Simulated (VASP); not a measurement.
A run of VASP 6.6.1 is set up as follows.

The input INCAR:

```
PREC = Accurate
ENCUT = 520
EDIFF = 1E-6
ISMEAR = 0
SIGMA = 0.1
LREAL = F
LASPH = T
NELM = 100
ALGO = Normal
ISIF = 2
LWAVE = F
LCHARG = F
GGA = PE
NBANDS = 36
```

File KPOINTS:

```
Automatic mesh
0
Gamma
  3 3 3
```

Contents of POSCAR:

```
Y
1.0
    4.3012294074      2.4833159562      2.9925463526
   -4.3012294074      2.4833159562      2.9925463526
    0.0000000000     -4.9666319125      2.9925463525
Y
5
Direct
    0.3214856323      0.3214856323      0.3214856323
    0.6785143677      0.6785143677      0.6785143677
    0.0000000000      0.7755870680      0.2244129320
    0.2244129320      0.0000000000      0.7755870680
    0.7755870680      0.2244129320      0.0000000000
```

Potentials or basis: VASP PAW PBE potentials, release 64 (Y_sv).

Launch:

```bash
$ cat potpaw_PBE.64/Y_sv/POTCAR > POTCAR
$ mpirun -np 1 vasp_std > vasp.out
```

Q: What does it give for the pressure?

A: 0.0 GPa.

Q: Estimate the largest force.

A: 0.037 eV/Å.

Forces in eV/Å, atoms in the order of the input:
```
Y    0.000  0.000 -0.037
Y    0.000  0.000  0.037
Y    0.016 -0.028  0.000
Y    0.016  0.028  0.000
Y   -0.032  0.000  0.000
```

Caveat: the k points lie up to 0.37 Å⁻¹ apart.
